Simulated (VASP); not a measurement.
# SiC (P6_3mc) in VASP: notebook, part 2 of 2

VASP 6.6.1. The steps go on from the part before.

### 4 Single point, PBE (12.18 Å³/atom)

This run uses another cell than the first one, of 12.18 Å³/atom.

The input, INCAR:

```
SYSTEM = SiC
PREC = Accurate
ENCUT = 520
EDIFF = 1E-6
ISMEAR = 0
SIGMA = 0.05
LREAL = .False.
LASPH = .True.
NELM = 80
ALGO = Normal
ISIF = 2
LWAVE = .False.
LCHARG = .True.
GGA = PE
LELF = .True.
LVHAR = .True.
NBANDS = 16
```

The input, KPOINTS:

```
Automatic mesh
0
Gamma
  12 12 6
  0 0 0
```

The input, POSCAR:

```
SiC
1.0
    3.2488437038      0.0000000000      0.0000000000
   -1.6244218519      2.8135811804      0.0000000000
    0.0000000000      0.0000000000      5.3312121657
Si C
2 2
Direct
    0.3333333333      0.6666666667      0.0043901586
    0.6666666667      0.3333333333      0.5043901586
    0.3333333333      0.6666666667      0.3806098414
    0.6666666667      0.3333333333      0.8806098414
```

Potentials or basis: VASP PAW PBE potentials, release 64 (Si, C).

Launch:

```bash
cat potpaw_PBE.64/Si/POTCAR potpaw_PBE.64/C/POTCAR > POTCAR
mpirun -np 1 vasp_std > vasp.out
```

OUTCAR:

```text
SYSTEM = SiC
   PREC = Accurate
   ENCUT = 520
   EDIFF = 1E-6
   ISMEAR = 0
   LREAL = .False.
   LASPH = .True.
   NELM = 80
   ISIF = 2
   GGA = PE

 ion  position               nearest neighbor table
   1  0.333  0.667  0.004-   4 1.99   4 1.99   4 1.99   3 2.01
   2  0.667  0.333  0.504-   3 1.99   3 1.99   3 1.99   4 2.01
   3  0.333  0.667  0.381-   2 1.99   2 1.99   2 1.99   1 2.01
   4  0.667  0.333  0.881-   1 1.99   1 1.99   1 1.99   2 2.01

  LATTYP: Found a hexagonal cell.
 ALAT       =     3.2488437038
 C/A-ratio  =     1.6409567993

  Lattice vectors:

 A1 = (   3.2488437038,   0.0000000000,   0.0000000000)
 A2 = (  -1.6244218519,   2.8135811804,   0.0000000000)
 A3 = (   0.0000000000,   0.0000000000,   5.3312121657)

Analysis of symmetry for initial positions (statically):
=====================================================================
 Subroutine PRICEL returns:
 Original cell was already a primitive cell.

 Routine SETGRP: Setting up the symmetry group for a
 hexagonal supercell.

 Subroutine GETGRP returns: Found 12 space group operations
[... 174 lines left out ...]
 cond. band min:       9.0128679289   @ k =   0.5000   0.0000   0.0000
 fundamental gap:      2.5188184640
 Fermi energy:         6.7295986584

 k-point     1 :       0.0000    0.0000    0.0000
  band No.  band energies     occupation
      1      -7.8178      2.00000
      2      -4.8251      2.00000
      3      -1.3082      2.00000
      4       5.2671      2.00000
      5       5.2671      2.00000
      6       6.4100      2.00000
[... 433 lines left out ...]
      3      -0.4013      2.00000
      4       1.5129      2.00000
      5       1.9575      2.00000
      6       3.9323      2.00000
[... 8 lines left out ...]
     15      16.2841      0.00000
     16      17.1616      0.00000

 [... further k-points ...]

------------------------ aborting loop because EDIFF is reached ----------------------------------------

  FORCE on cell =-STRESS in cart. coord.  units (eV):
  Direction    XX          YY          ZZ          XY          YZ          ZX
  --------------------------------------------------------------------------------------
  -------------------------------------------------------------------------------------
  Total       -7.2045127     -7.2045127     -7.0407588      0.0000000      0.0000000     -0.0000000
  in kB     -236.8650344   -236.8650344   -231.4812456      0.0000000      0.0000000     -0.0000000
  external PRESSURE =    -235.0704382 kB  Pullay stress =       0.0000000 kB

 VOLUME and BASIS-vectors are now :
 -----------------------------------------------------------------------------
  energy-cutoff  :      520.00
  volume of cell :       48.73
      direct lattice vectors                 reciprocal lattice vectors
     3.248843704  0.000000000  0.000000000     0.307801818  0.177709463  0.000000000
    -1.624421852  2.813581180  0.000000000     0.000000000  0.355418926  0.000000000
     0.000000000  0.000000000  5.331212166     0.000000000  0.000000000  0.187574602

 POSITION                                       TOTAL-FORCE (eV/Angst)
 -----------------------------------------------------------------------------------
     -0.00000      1.87572      0.02340         0.000000     -0.000000      0.000490
      1.62442      0.93786      2.68901        -0.000000      0.000000      0.000490
     -0.00000      1.87572      2.02911         0.000000     -0.000000     -0.000490
      1.62442      0.93786      4.69472         0.000000      0.000000     -0.000490
 -----------------------------------------------------------------------------------
    total drift:                               -0.000000     -0.000000     -0.000255

  FREE ENERGIE OF THE ION-ELECTRON SYSTEM (eV)
  ---------------------------------------------------
  free  energy   TOTEN  =       -29.5525083389 eV

  energy  without entropy=      -29.5525083389  energy(sigma->0) =      -29.55250834
```

stdout:

```text
POSCAR found type information on POSCAR SiC
 POSCAR found :  2 types and       4 ions
 scaLAPACK will be used
 LDA part: xc-table for (Slater+PW92), standard interpolation
 POSCAR, INCAR and KPOINTS ok, starting setup
 FFT: planning ... GRIDC
 FFT: planning ... GRID_SOFT
 FFT: planning ... GRID
 WAVECAR not read
 entering main loop
```

Run time: 28 s. Hardware: 1 thread of Intel Xeon Platinum 8488C (Sapphire Rapids), shared host; peak memory 0.18 GiB.

What came out:

- Free energy: -29.5525 eV
- Pressure: -23.5 GPa
- Band gap on the k mesh: 2.52 eV (least direct gap 3.50 eV)

Caveat: the cell stands under tension. A k mesh can miss the band edges.

### 5 Single point, PBE (12.18 Å³/atom)

This run uses another cell than the first one, of 12.18 Å³/atom.

The input, INCAR:

```
SYSTEM = SiC
ALGO = Normal
EDIFF = 1E-6
ENCUT = 520
GGA = PE
ISIF = 2
ISMEAR = 0
LASPH = .True.
LCHARG = .False.
LREAL = .False.
LWAVE = .False.
NBANDS = 16
NELM = 100
PREC = Accurate
SIGMA = 0.05
```

The input, KPOINTS:

```
k-points
0
Gamma
  12 12 6
  0 0 0
```

The input, POSCAR:

```
SiC
1.0
    3.1631910607      0.0000000000      0.0000000000
   -1.5815955303      2.7394038156      0.0000000000
    0.0000000000      0.0000000000      5.6238373868
Si C
2 2
Direct
    0.3333333333      0.6666666667      0.0032459860
    0.6666666667      0.3333333333      0.5032459860
    0.3333333333      0.6666666667      0.3817540140
    0.6666666667      0.3333333333      0.8817540140
```

Launch:

```bash
cat potpaw_PBE.64/Si/POTCAR potpaw_PBE.64/C/POTCAR > POTCAR
mpirun -np 1 vasp_std > vasp.out
```

It took 26 s on 1 thread of Intel Xeon Platinum 8488C (Sapphire Rapids), shared host; peak memory 0.19 GiB.

The run converged. Its results:

```
Free energy            : -29.3376 eV
Pressure               : -21.7 GPa
Band gap on the k mesh : 2.28 eV (least direct gap 3.19 eV)
```

Stress tensor (GPa, compression positive):
```
-12.98   0.00   0.00
  0.00 -12.98   0.00
  0.00   0.00 -39.07
```

Levels at points of the mesh, in eV from the valence-band top:
| k point | band 5 | band 6 | band 7 | band 8 | band 9 | band 10 | band 11 | band 12 |
| --- | --- | --- | --- | --- | --- | --- | --- | --- |
| (0.00, 0.00, 0.00) | -0.88 | -0.33 | 0.00 | 0.00 | 3.19 | 4.57 | 6.34 | 6.34 |
| (0.50, 0.00, 0.00) | -4.65 | -2.70 | -2.68 | -1.32 | 2.99 | 3.68 | 5.20 | 6.92 |
| (0.00, 0.00, 0.50) | -0.47 | -0.47 | -0.47 | -0.47 | 5.30 | 5.30 | 6.96 | 6.96 |
| (0.50, 0.00, 0.50) | -2.36 | -2.36 | -2.10 | -2.10 | 2.59 | 2.59 | 4.45 | 4.45 |

Caveat: the stress differs along the axes, from -39 to -13 GPa. A k mesh can miss the band edges.

### 6 Single point, PBE (12.18 Å³/atom)

This run uses another cell than the first one, of 12.18 Å³/atom.

The input, INCAR:

```
SYSTEM = SiC
  PREC = Accurate
  ENCUT = 520
  EDIFF = 1E-6
  ISMEAR = 0
  SIGMA = 0.05
  LREAL = .FALSE.
  LASPH = .TRUE.
  NELM = 80
  ALGO = Normal
  ISIF = 2
  LWAVE = .FALSE.
  LCHARG = .FALSE.
  GGA = PE
  NBANDS = 16
```

The input, KPOINTS:

```
Automatic mesh
0
G
  12 12 6
  0 0 0
```

The input, POSCAR:

```
SiC
1.0
    3.3368609434      0.0000000000      0.0000000000
   -1.6684304717      2.8898063458      0.0000000000
    0.0000000000      0.0000000000      5.0536758987
Si C
2 2
Direct
    0.3333333333      0.6666666667      0.0021767377
    0.6666666667      0.3333333333      0.5021767377
    0.3333333333      0.6666666667      0.3828232623
    0.6666666667      0.3333333333      0.8828232623
```

Potentials or basis: VASP PAW PBE potentials, release 64 (Si, C).

Launch:

```bash
cat potpaw_PBE.64/Si/POTCAR potpaw_PBE.64/C/POTCAR > POTCAR
mpirun -np 1 vasp_std > vasp.out
```

Wall time 50 s (1 thread of Intel Xeon Platinum 8488C (Sapphire Rapids), shared host); peak memory 0.19 GiB.

The run converged. Its results:

- Free energy: -29.3081 eV
- Pressure: -22.7 GPa
- Largest force: 0.009 eV/Å
- Band gap on the k mesh: 1.80 eV (least direct gap 2.20 eV)

Forces on the atoms (eV/Å):
```
Si   0.000  0.000 -0.009
Si   0.000  0.000 -0.009
C    0.000  0.000  0.009
C    0.000  0.000  0.009
```

Stress tensor (GPa, compression positive):
```
-32.51   0.00   0.00
  0.00 -32.51   0.00
  0.00   0.00  -3.07
```

Levels at points of the mesh, in eV from the valence-band top:
| k point | band 5 | band 6 | band 7 | band 8 | band 9 | band 10 | band 11 | band 12 |
| --- | --- | --- | --- | --- | --- | --- | --- | --- |
| (0.00, 0.00, 0.00) | -1.83 | -0.22 | -0.22 | 0.00 | 2.20 | 4.32 | 5.08 | 5.08 |
| (0.50, 0.00, 0.00) | -5.05 | -3.50 | -3.01 | -1.16 | 1.80 | 4.28 | 5.59 | 6.17 |
| (0.00, 0.00, 0.50) | -1.11 | -1.11 | -1.11 | -1.11 | 3.55 | 3.55 | 5.89 | 5.89 |
| (0.50, 0.00, 0.50) | -2.56 | -2.56 | -1.94 | -1.94 | 2.80 | 2.80 | 4.89 | 4.89 |

Caveat: the stress differs along the axes, from -33 to -3 GPa. A k mesh can miss the band edges.

### 7 Overview

```csv
cell,gap on the mesh (eV),pressure (GPa)
"a = 3.130, b = 3.130, c = 5.347 Å, angles 90.0, 90.0, 120.0°, 4 atoms, atomic positions A",2.24,-13.7
"a = 3.215, b = 3.215, c = 5.069 Å, angles 90.0, 90.0, 120.0°, 4 atoms, atomic positions B",2.24,-14.0
"a = 3.249, b = 3.249, c = 5.331 Å, angles 90.0, 90.0, 120.0°, 4 atoms, atomic positions C",2.52,-23.5
"a = 3.163, b = 3.163, c = 5.624 Å, angles 90.0, 90.0, 120.0°, 4 atoms, atomic positions D",2.28,-21.7
"a = 3.337, b = 3.337, c = 5.054 Å, angles 90.0, 90.0, 120.0°, 4 atoms, atomic positions E",1.80,-22.7
```

Alike in all rows: task single point; level PBE; potentials or basis VASP PAW PBE potentials, release 64 (Si, C); no spin polarisation; k mesh 12 × 12 × 6; cutoff (eV) 520; smearing gaussian 0.05 eV.

Caveats: the stress differs along the axes, from -25 to -8 GPa (at least some runs); the stress differs along the axes, from -20 to -3 GPa (at least some runs); the cell stands under tension (at least some runs); the stress differs along the axes, from -39 to -13 GPa (at least some runs); the stress differs along the axes, from -33 to -3 GPa (at least some runs).

Absolute energies hang on the potentials; compare differences alone.
